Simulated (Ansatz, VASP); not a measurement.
## Two plane-wave programs on AlAs5

```
Al As
1.0
     5.17493    0.00000    0.00000
    -2.58747    4.48162    0.00000
     0.00000    0.00000    5.11033
Al As
1 5
Direct
  0.00000 0.00000 0.50000
  0.00000 0.28502 0.00000
  0.71498 0.71498 0.00000
  0.28502 0.00000 0.00000
  0.66667 0.33333 0.50000
  0.33333 0.66667 0.50000
```

Change from the starting cell: species swapped into the Mg5Sn type (P-62m, No. 189).

Alike in both runs: task relaxation of cell and atoms; functional PBE; k mesh 12 × 12 × 8; occupations gaussian, width 0.1 eV; no spin polarisation.

|  | VASP | Ansatz |
| --- | --- | --- |
| version | VASP 6.6.1 | Ansatz 0.2.0 |
| potentials or method | VASP PAW PBE potentials, release 64 (Al, As), cutoff 600 eV | scalar-relativistic, plane waves, PAW |
| valence electrons in the cell | 28 | 78 |

```tsv
	VASP	Ansatz	Ansatz less VASP
gap on the k mesh at the Fermi level, each at its own relaxed structure (eV)	none	none	-
relaxed volume (Å³/atom)	19.60	19.59	-0.003
relaxed cell length with the largest relative difference (Å)	5.079	5.085	+0.0065
```

A gap of «none» marks a metal or a gap that the smearing closes. VASP's potentials hold 28 valence electrons a cell and Ansatz's 78, so a difference there can come from the potentials and not from the codes.

Noted on VASP's run: too few bands were computed for a metal, which touches its energy and stress.
